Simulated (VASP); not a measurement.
ZrB2:

```
Zr B
1.0
     3.19099    0.00000    0.00000
    -1.59550    2.76348    0.00000
     0.00000    0.00000    3.55640
Zr B
1 2
Cartesian
  0.0000 0.0000 0.0000
  1.5955 0.9212 1.7782
  0.0000 1.8423 1.7782
```

This cell differs from its parent crystal: volume scaled by 1.02.

Base run:

| Quantity | Value |
| --- | --- |
| Program | VASP 6.6.1 |
| Functional | PBE |
| Potentials or basis | VASP PAW PBE potentials, release 64 (Zr_sv, B) |
| Cutoff | 520 eV |
| k mesh | 10 × 10 × 8 |
| Occupations | fermi-dirac, width 0.05 eV |
| Spin | no spin polarisation |

Its results: band gap on the k mesh zero (band 9 reaches 10.87 eV, above the bottom of band 10 at 10.08 eV); pressure -3.7 GPa.

Q: The run is repeated on the same cell with these changes: further incar settings from ALGO = Normal; EDIFF = 1e-07; NBANDS = 16 to ALGO = Normal; EDIFF = 1e-06; NBANDS = 16; dispersion from none to D3(BJ). What comes out?

A: Band gap on the k mesh zero (band 9 reaches 10.87 eV, above the bottom of band 10 at 10.08 eV); pressure -9.7 GPa.

Caveats: pairwise dispersion overbinds metals, which lowers pressure and volume (some runs).
